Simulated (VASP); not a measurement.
Ti:

```
CELL_PARAMETERS angstrom
0.00000 2.05671 2.05671
2.05671 0.00000 2.05671
2.05671 2.05671 0.00000
ATOMIC_POSITIONS crystal
Ti 0.00000 0.00000 0.00000
```

Base run:

* Program: VASP 6.6.1
* Functional: r2SCAN
* Potentials or basis: VASP PAW PBE potentials, release 64 (Ti_sv)
* Cutoff: 520 eV
* k mesh: 11 × 11 × 11
* Occupations: fermi-dirac, width 0.05 eV
* Spin: no spin polarisation

Its results: band gap on the k mesh zero (band 6 reaches 9.21 eV, above the bottom of band 7 at 7.95 eV); pressure 0.1 GPa.

After a change of settings the same cell gave: band gap on the k mesh zero (band 6 reaches 8.81 eV, above the bottom of band 7 at 7.70 eV); pressure -9.0 GPa. Which change was it?
A. functional from r2SCAN to LDA; potentials or basis from VASP PAW PBE potentials, release 64 (Ti_sv) to VASP PAW LDA potentials, release 64 (Ti_sv)
B. functional from r2SCAN to revPBE; occupations from fermi-dirac, width 0.05 eV to fermi-dirac, width 0.01 eV
C. functional from r2SCAN to PBE

A.

Caveats: the PAW data sets were made with another functional, which shifts forces and pressure a little (some runs).
